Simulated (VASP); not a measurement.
ScCu, 2 atoms in the cell. Symmetry: Pm-3m, No. 221, cubic system. Conventional cell: a = 3.144 Å, b = 3.144 Å, c = 3.144 Å, α = 90.00°, β = 90.00°, γ = 90.00°. Within 3.6 Å of Sc (site symmetry m-3m) lie 8 Cu at 2.72 Å and 6 Sc at 3.14 Å. Cu (site symmetry m-3m) has 8 Sc at 2.72 Å and 6 Cu at 3.14 Å within 3.6 Å. 

```yaml
Program: VASP 6.6.1
Task: single point
Functional: PBEsol
Potentials_or_basis: VASP PAW PBE potentials, release 64 (Sc_sv, Cu)
Cutoff: 520 eV
k_mesh: 14 × 14 × 14
Occupations: fermi-dirac, width 0.1 eV
Spin: no spin polarisation
Dipole_correction: no
Further_INCAR_settings: ALGO = Normal; EDIFF = 1e-07; NBANDS = 18
```

Potentials or basis: VASP PAW PBE potentials, release 64 (Sc_sv, Cu).

Launch:

```bash
$ cat potpaw_PBE.64/Sc_sv/POTCAR potpaw_PBE.64/Cu/POTCAR > POTCAR
$ mpirun -np 1 vasp_std > vasp.out
```

Hardware: 1 thread of Intel(R) Xeon(R) 6975P-C (Granite Rapids) (shared host).

**Question.** Estimate the wall time of this run.

**Answer.** Wall time 19 s on 1 thread of Intel(R) Xeon(R) 6975P-C (Granite Rapids), on a shared host, peak memory 0.19 GiB. Counts: scf iterations 14, k points 120.
